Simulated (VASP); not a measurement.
# Zr3S (P6_322) in VASP: single point with r2SCAN

Aim: the single point of Zr3S with r2SCAN.

Program: VASP 6.6.1. These are calculated values, not measurements. Logs are shortened: lines on timing, memory, paths and dates and some standing lists are left out, and cuts for length are marked.

## Step 1: The cell of the first run

It takes space group P6_322 (No. 182, hexagonal). The conventional cell has a = 5.927 Å, b = 5.927 Å, c = 5.735 Å, α = 90.00°, β = 90.00°, γ = 120.00°. Zr (site symmetry 2) has 2 S at 2.47 Å and 2 Zr at 3.29 Å within 3.3 Å. S (site symmetry 32) has 6 Zr at 2.47 Å within 3.3 Å.

## Step 2: Single point, r2SCAN

The input, POSCAR:

```
Zr3S
1.0
    5.9267451531      0.0000000000      0.0000000000
   -2.9633725766      5.1327118643      0.0000000000
    0.0000000000      0.0000000000      5.7353159358
Zr S
6 2
Direct
    0.0000000000      0.6798470787      0.5000000000
    0.0000000000      0.3201529213      0.0000000000
    0.6798470787      0.6798470787      0.0000000000
    0.6798470787      0.0000000000      0.5000000000
    0.3201529213      0.3201529213      0.5000000000
    0.3201529213      0.0000000000      0.0000000000
    0.6666666667      0.3333333333      0.7500000000
    0.3333333333      0.6666666667      0.2500000000
```

The input, INCAR.step1:

```
SYSTEM = Zr3S
ALGO     = Normal         ! electronic algorithm
EDIFF    = 1E-4           ! SCF threshold, eV
ENCUT    = 520            ! plane-wave cutoff, eV
GGA      = PE             ! functional
ISMEAR   = 0              ! smearing method
LASPH    = .True.         ! aspherical terms in the spheres
LCHARG   = .False.        ! write CHGCAR
LREAL    = .False.        ! projectors in reciprocal space
LWAVE    = .True.         ! write WAVECAR
NBANDS   = 52             ! bands
NELM     = 100            ! most SCF steps
PREC     = Accurate       ! precision mode
SIGMA    = 0.1            ! smearing width, eV
```

The input, INCAR.step2:

```
SYSTEM = Zr3S
ALGO     = Normal         ! electronic algorithm
EDIFF    = 1E-6           ! SCF threshold, eV
ENCUT    = 520            ! plane-wave cutoff, eV
ISIF     = 2              ! what is computed and relaxed
ISMEAR   = 0              ! smearing method
ISTART   = 1            
LASPH    = .True.         ! aspherical terms in the spheres
LCHARG   = .False.        ! write CHGCAR
LMIXTAU  = .True.       
LREAL    = .False.        ! projectors in reciprocal space
LWAVE    = .False.        ! write WAVECAR
METAGGA  = R2SCAN         ! meta-GGA
NBANDS   = 52             ! bands
NELM     = 100            ! most SCF steps
PREC     = Accurate       ! precision mode
SIGMA    = 0.1            ! smearing width, eV
```

The input, KPOINTS:

```
k-points
0
Gamma
  6 6 6
  0 0 0
```

Potentials or basis: VASP PAW PBE potentials, release 64 (Zr_sv, S).

On the command line:

```bash
$ cat potpaw_PBE.64/Zr_sv/POTCAR potpaw_PBE.64/S/POTCAR > POTCAR
$ cp INCAR.step1 INCAR
$ mpirun -np 1 vasp_std > vasp.out
$ cp INCAR.step2 INCAR
$ mpirun -np 1 vasp_std > vasp.out
```

OUTCAR:

```text
SYSTEM = Zr3S
   EDIFF = 1E-6
   ENCUT = 520
   ISIF = 2
   ISMEAR = 0
   ISTART = 1
   LASPH = .True.
   LREAL = .False.
   METAGGA = R2SCAN
   NELM = 100
   PREC = Accurate

 ion  position               nearest neighbor table
   1  0.000  0.680  0.500-   8 2.47   7 2.47   5 3.29   4 3.29   6 3.44   6 3.44   3 3.44   3 3.44
                             4 3.49   5 3.49   4 3.49   5 3.49   2 3.57   2 3.57
   2  0.000  0.320  0.000-   7 2.47   8 2.47   3 3.29   6 3.29   4 3.44   4 3.44   5 3.44   5 3.44
                             6 3.49   3 3.49   6 3.49   3 3.49   1 3.57   1 3.57
   3  0.680  0.680  0.000-   7 2.47   8 2.47   2 3.29   6 3.29   4 3.44   4 3.44   1 3.44   1 3.44
                             6 3.49   2 3.49   2 3.49   6 3.49   5 3.57   5 3.57
   4  0.680  0.000  0.500-   7 2.47   8 2.47   5 3.29   1 3.29   2 3.44   2 3.44   3 3.44   3 3.44
                             5 3.49   1 3.49   1 3.49   5 3.49   6 3.57   6 3.57
   5  0.320  0.320  0.500-   8 2.47   7 2.47   1 3.29   4 3.29   6 3.44   6 3.44   2 3.44   2 3.44
                             4 3.49   1 3.49   1 3.49   4 3.49   3 3.57   3 3.57
   6  0.320  0.000  0.000-   8 2.47   7 2.47   3 3.29   2 3.29   1 3.44   1 3.44   5 3.44   5 3.44
                             3 3.49   2 3.49   2 3.49   3 3.49   4 3.57   4 3.57
   7  0.667  0.333  0.750-   4 2.47   2 2.47   1 2.47   6 2.47   3 2.47   5 2.47
   8  0.333  0.667  0.250-   6 2.47   1 2.47   2 2.47   4 2.47   5 2.47   3 2.47

  LATTYP: Found a hexagonal cell.
 ALAT       =     5.9267451531
 C/A-ratio  =     0.9677007848

  Lattice vectors:

 A1 = (   5.9267451531,   0.0000000000,   0.0000000000)
 A2 = (  -2.9633725766,   5.1327118643,   0.0000000000)
 A3 = (   0.0000000000,   0.0000000000,   5.7353159358)

Analysis of symmetry for initial positions (statically):
=====================================================================
 Subroutine PRICEL returns:
 Original cell was already a primitive cell.

 Routine SETGRP: Setting up the symmetry group for a
 hexagonal supercell.

 Subroutine GETGRP returns: Found 12 space group operations
 (whereof  6 operations were pure point group operations)
 out of a pool of 24 trial point group operations.

The static configuration has the point symmetry D_3 .
 The point group associated with its full space group is D_6 .

Analysis of symmetry for dynamics (positions and initial velocities):
=====================================================================
 Subroutine PRICEL returns:
 Original cell was already a primitive cell.

 Routine SETGRP: Setting up the symmetry group for a
 hexagonal supercell.

 Subroutine GETGRP returns: Found 12 space group operations
 (whereof  6 operations were pure point group operations)
 out of a pool of 24 trial point group operations.

The dynamic configuration has the point symmetry D_3 .
 The point group associated with its full space group is D_6 .

 Subroutine INISYM returns: Found 12 space group operations
 (whereof  6 operations are pure point group operations),
 and found     1 'primitive' translations

----------------------------------------------------------------------------------------

                                     Primitive cell

  volume of cell :     174.4699

  direct lattice vectors                    reciprocal lattice vectors
     5.926745153  0.000000000  0.000000000     0.168726674  0.097414391  0.000000000
    -2.963372577  5.132711864  0.000000000     0.000000000  0.194828782  0.000000000
     0.000000000  0.000000000  5.735315936     0.000000000  0.000000000  0.174358311

  length of vectors
     5.926745153  5.926745153  5.735315936     0.194828782  0.194828782  0.174358311

  position of ions in fractional coordinates (direct lattice)
     0.000000000  0.679847079  0.500000000
     0.000000000  0.320152921  0.000000000
     0.679847079  0.679847079  0.000000000
     0.679847079  0.000000000  0.500000000
     0.320152921  0.320152921  0.500000000
     0.320152921  0.000000000  0.000000000
     0.666666667  0.333333333  0.750000000
     0.333333333  0.666666667  0.250000000

  ion indices of the primitive-cell ions
   primitive index   ion index
                 1           1
                 2           2
                 3           3
                 4           4
                 5           5
                 6           6
                 7           7
                 8           8

----------------------------------------------------------------------------------------

 KPOINTS: k-points

Automatic generation of k-mesh.
 Grid dimensions read from file:
 generate k-points for:    6    6    6

 Generating k-lattice:

  Cartesian coordinates                     Fractional coordinates (reciprocal lattice)
     0.028121112  0.016235732  0.000000000     0.166666667  0.000000000  0.000000000
     0.000000000  0.032471464  0.000000000     0.000000000  0.166666667  0.000000000
     0.000000000  0.000000000  0.029059719     0.000000000  0.000000000  0.166666667

  Length of vectors
     0.032471464  0.032471464  0.029059719

  Shift w.r.t. Gamma in fractional coordinates (k-lattice)
     0.000000000  0.000000000  0.000000000

 Subroutine IBZKPT returns following result:
 ===========================================

 Found     28 irreducible k-points:

 Following reciprocal coordinates:
            Coordinates               Weight
  0.000000  0.000000  0.000000      1.000000
  0.166667 -0.000000  0.000000      6.000000
  0.333333 -0.000000  0.000000      6.000000
  0.500000 -0.000000  0.000000      3.000000
  0.166667  0.166667  0.000000      6.000000
  0.333333  0.166667  0.000000     12.000000
[... 16 lines left out ...]
  0.166667 -0.000000  0.500000      6.000000
  0.333333 -0.000000  0.500000      6.000000
 [... further k-points ...]
   k-points           NKPTS =     28   k-points in BZ     NKDIM =     28   number of bands    NBANDS=     52
   number of dos      NEDOS =    301   number of ions     NIONS =      8
   total plane-waves  NPLWV = 110592
   dimension x,y,z NGX =    48 NGY =   48 NGZ =   48
   dimension x,y,z NGXF=    96 NGYF=   96 NGZF=   96
   ions per type =               6   2
   NGX,Y,Z   is equivalent  to a cutoff of  13.46, 13.46, 13.91 a.u.
   NGXF,Y,Z  is equivalent  to a cutoff of  26.93, 26.93, 27.83 a.u.
 SYSTEM =  Zr3S
   PREC   = accura    normal or accurate (medium, high low for compatibility)
   ISTART =      1    job   : 0-new  1-cont  2-samecut
   ICHARG =      0    charge: 1-file 2-atom 10-const
   ISPIN  =      1    spin polarized calculation?
   LNONCOLLINEAR =      F non collinear calculations
   LSORBIT =      F    spin-orbit coupling
   LASPH  =      T    aspherical Exc in radial PAW
   ENCUT  =  520.0 eV  38.22 Ry    6.18 a.u.  11.02 11.02 10.66*2*pi/ulx,y,z
   NELM   =    100;   NELMIN=  2; NELMDL=  0     # of ELM steps
   EDIFF  = 0.1E-05   stopping-criterion for ELM
   LREAL  =      F    real-space projection
[... 7 lines left out ...]
   TEBEG  =    0.0;   TEEND  =   0.0 temperature during run
   PSTRESS=    0.0 pullay stress
   NELECT =      84.0000    total number of electrons
   NUPDOWN=      -1.0000    fix difference up-down
   EMIN   =  10.00;   EMAX   =-10.00  energy-range for DOS
   EFERMI =   0.00;   METHOD = LEGACY
   ISMEAR =     0;   SIGMA  =   0.10  broadening in eV -4-tet -1-fermi 0-gaus
   EFERMI_NEDOS =   21; number of points for ismear=-14 and -15
   IALGO  =     38    algorithm
   IMIX   =      4    mixing-type and parameters
     AMIX     =   0.40;   BMIX     =  1.00
     AMIX_MAG =   1.60;   BMIX_MAG =  1.00
  volume/ion in A,a.u.               =      21.81       147.17
  Fermi-wavevector in a.u.,A,eV,Ry     =   1.283102  2.424711 22.399953  1.646350
  Thomas-Fermi vector in A             =   2.415374
   LORBIT       =      0    0 simple, 1 ext, 2 COOP (PROOUT), +10 PAW based schemes
   METAGGA = R2SCAN    functional components
   LHFCALC =     F    Hartree Fock is set to
   AEXX    =    0.0000 exact exchange contribution
   IVDW    =     0    specifies the selected vdW correction
   LEPSILON=     F    determine dielectric tensor
   LRPA    =     F    only Hartree local field effects (RPA)
 non-spin polarized calculation
 Gauss-broadening in eV      SIGMA  =   0.10
  energy-cutoff  :      520.00
  volume of cell :      174.47
 maximum number of plane-waves:      4744
 NGX is ok and might be reduce to    48
   NGX = 23   NGY = 23   NGZ = 21

 number of electron      83.9999995 magnetization

 Free energy of the ion-electron system (eV)
  ---------------------------------------------------
  ext. energy  EPLUGINS =         0.00000000
  ---------------------------------------------------
  free energy    TOTEN  =      -159.40005211 eV

  energy without entropy =     -159.38097694  energy(sigma->0) =     -159.39051453

 E-fermi :   8.6575     XC(G=0): -11.7261

 val. band max:        8.6392570866   @ k =   0.1667  -0.0000   0.1667
 cond. band min:       8.6863968112   @ k =   0.3333  -0.0000   0.3333
 fundamental gap:      0.0471397246
 Fermi energy:         8.6575177218

 k-point     1 :       0.0000    0.0000    0.0000
  band No.  band energies     occupation
      1     -42.0577      2.00000
      2     -41.9982      2.00000
      3     -41.9751      2.00000
      4     -41.9751      2.00000
      5     -41.9678      2.00000
      6     -41.9678      2.00000
[... 44 lines left out ...]
     51      11.0463      0.00000
     52      11.8190      0.00000

 k-point     2 :       0.1667   -0.0000    0.0000
  band No.  band energies     occupation
      1     -42.0523      2.00000
      2     -41.9952      2.00000
      3     -41.9814      2.00000
      4     -41.9791      2.00000
      5     -41.9670      2.00000
      6     -41.9669      2.00000
[... 44 lines left out ...]
     51      11.0360      0.00000
     52      11.4783      0.00000

 k-point     3 :       0.3333   -0.0000    0.0000
  band No.  band energies     occupation
      1     -42.0380      2.00000
      2     -41.9959      2.00000
      3     -41.9880      2.00000
      4     -41.9844      2.00000
      5     -41.9688      2.00000
      6     -41.9671      2.00000
[... 44 lines left out ...]
     51      11.1624      0.00000
     52      11.2141      0.00000
[... 1046 lines left out ...]
 k-point    23 :       0.1667   -0.0000    0.5000
  band No.  band energies     occupation
      1     -42.0238      2.00000
      2     -42.0238      2.00000
      3     -41.9747      2.00000
      4     -41.9747      2.00000
      5     -41.9725      2.00000
      6     -41.9725      2.00000
[... 44 lines left out ...]
     51      11.1153      0.00000
     52      11.1153      0.00000

 k-point    24 :       0.3333   -0.0000    0.5000
  band No.  band energies     occupation
      1     -42.0129      2.00000
      2     -42.0129      2.00000
      3     -41.9825      2.00000
      4     -41.9825      2.00000
      5     -41.9757      2.00000
      6     -41.9757      2.00000
[... 44 lines left out ...]
     51      11.1179      0.00000
     52      11.1179      0.00000

 [... further k-points ...]
[... 5 lines left out ...]
  --------------------------------------------------------------------------------------
  -------------------------------------------------------------------------------------
  Total       -0.0986465     -0.0986465     -0.0108750      0.0000000     -0.0000000      0.0000000
  in kB       -0.9058820     -0.9058820     -0.0998664      0.0000000     -0.0000000      0.0000000
  external PRESSURE =      -0.6372101 kB  Pullay stress =       0.0000000 kB

 VOLUME and BASIS-vectors are now :
 -----------------------------------------------------------------------------
  energy-cutoff  :      520.00
  volume of cell :      174.47
      direct lattice vectors                 reciprocal lattice vectors
     5.926745153  0.000000000  0.000000000     0.168726674  0.097414391  0.000000000
    -2.963372577  5.132711864  0.000000000     0.000000000  0.194828782  0.000000000
     0.000000000  0.000000000  5.735315936     0.000000000  0.000000000  0.174358311

 POSITION                                       TOTAL-FORCE (eV/Angst)
 -----------------------------------------------------------------------------------
     -2.01464      3.48946      2.86766         0.000355     -0.000615      0.000000
     -0.94873      1.64325      0.00000        -0.000355      0.000615      0.000000
      2.01464      3.48946      0.00000        -0.000355     -0.000615      0.000000
      4.02928      0.00000      2.86766        -0.000710      0.000000      0.000000
      0.94873      1.64325      2.86766         0.000355      0.000615     -0.000000
      1.89746      0.00000      0.00000         0.000710      0.000000     -0.000000
      2.96337      1.71090      4.30149         0.000000      0.000000      0.000000
     -0.00000      3.42181      1.43383         0.000000      0.000000     -0.000000
 -----------------------------------------------------------------------------------
    total drift:                                0.000001     -0.000001      0.000000

  FREE ENERGIE OF THE ION-ELECTRON SYSTEM (eV)
  ---------------------------------------------------
  free  energy   TOTEN  =      -159.4000521139 eV

  energy  without entropy=     -159.3809769379  energy(sigma->0) =     -159.39051453
```

It took 27 min on 1 thread of Intel Xeon 8259CL, shared host; peak memory 0.46 GiB.

Results:

| Item | Value |
| --- | --- |
| Free energy | -159.4001 eV |
| Pressure | -0.1 GPa |
| Band gap on the k mesh | zero (band 42 reaches 8.80 eV, above the bottom of band 43 at 8.69 eV) |

Levels at points of the mesh, in eV from the Fermi level:
| k point | band 40 | band 41 | band 42 | band 43 | band 44 | band 45 |
| --- | --- | --- | --- | --- | --- | --- |
| (0.00, 0.00, 0.00) | -0.65 | -0.60 | 0.14 | 0.60 | 0.60 | 0.69 |
| (0.50, 0.00, 0.00) | -0.95 | -0.80 | -0.19 | 0.44 | 0.57 | 0.87 |
| (0.00, 0.00, 0.50) | -0.74 | -0.47 | -0.47 | 0.16 | 0.16 | 0.52 |
| (0.50, 0.00, 0.50) | -1.06 | -0.39 | -0.39 | 0.30 | 0.30 | 1.19 |

Caveat: the PAW data sets were made with another functional, which shifts forces and pressure a little.
